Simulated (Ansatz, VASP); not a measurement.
## One calculation of BePtBr6, two programs

```
CELL_PARAMETERS angstrom
0.00000 5.34602 5.34602
5.34602 0.00000 5.34602
5.34602 5.34602 0.00000
ATOMIC_POSITIONS crystal
Be 0.50000 0.50000 0.50000
Pt 0.00000 0.00000 0.00000
Br 0.74322 0.25678 0.25678
Br 0.25678 0.74322 0.74322
Br 0.25678 0.74322 0.25678
Br 0.74322 0.25678 0.74322
Br 0.25678 0.25678 0.74322
Br 0.74322 0.74322 0.25678
```

Change from the starting cell: species swapped into the HfMnF6 type (Fm-3m, No. 225).

Alike in both runs: task relaxation of cell and atoms; functional PBE; k mesh 4 × 4 × 4; occupations gaussian, width 0.1 eV; no spin polarisation.

```csv
,VASP,Ansatz
version,VASP 6.6.1,Ansatz 0.2.0
potentials or method,"VASP PAW PBE potentials, release 64 (Be, Pt, Br), cutoff 600 eV","scalar-relativistic, plane waves, PAW"
valence electrons in the cell,54,62
```

VASP gave:

- gap on the k mesh at the Fermi level, each at its own relaxed structure (eV): none
- relaxed volume (Å³/atom): 31.28
- relaxed cell length with the largest relative difference (Å): 7.073

Problem. Which values does Ansatz return?

Solution. gap on the k mesh at the Fermi level, each at its own relaxed structure (eV): none; relaxed volume (Å³/atom): 31.60; relaxed cell length with the largest relative difference (Å): 7.097.

A gap of «none» marks a metal or a gap that the smearing closes. VASP's potentials hold 54 valence electrons a cell and Ansatz's 62, so a difference there can come from the potentials and not from the codes.

Spin-orbit coupling is off throughout. Noted on VASP's run: the volume moved by over 15 % at a fixed basis, so the end points are rough.
